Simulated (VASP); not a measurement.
GaFe3, 4 atoms in the cell. The structure is cubic, space group Fm-3m (No. 225). Conventional cell: a = 5.783 Å, b = 5.783 Å, c = 5.783 Å, α = 90.00°, β = 90.00°, γ = 90.00°. Within 3.3 Å of Ga (site symmetry m-3m) lie 14 Fe at 2.50 to 2.89 Å. Within 3.3 Å of Fe (site symmetry m-3m) lie 8 Fe at 2.50 Å and 6 Ga at 2.89 Å. Fe (site symmetry -43m) has 4 Ga at 2.50 Å and 10 Fe at 2.50 to 2.89 Å within 3.3 Å. 

* Program: VASP 6.6.1
* Task: single point
* Functional: LDA
* Potentials or basis: VASP PAW LDA potentials, release 64 (Ga_d, Fe)
* Cutoff: 520 eV
* k mesh: 5 × 5 × 5
* Occupations: methfessel-paxton, width 0.1 eV
* Spin: collinear spin, ferromagnetic start
* Starting moments: [0.0, 3.5, 3.5, 3.5] μB
* Dipole correction: no
* Further INCAR settings: ALGO = Normal; EDIFF = 1e-06; NBANDS = 30

Potentials or basis: VASP PAW LDA potentials, release 64 (Ga_d, Fe).

Command:

```bash
$ cat potpaw_LDA.64/Ga_d/POTCAR potpaw_LDA.64/Fe/POTCAR > POTCAR
$ mpirun -np 1 vasp_std > vasp.out
```

Hardware: 1 thread of AMD EPYC 9R45 96-Core Processor (Zen 5) (shared host).

Task: How long does it take, and how much memory?

Result: Run time: 19 s on 1 thread of AMD EPYC 9R45 96-Core Processor (Zen 5), with other jobs on the host, peak memory 0.14 GiB. Counts: scf iterations 15, k points 10.
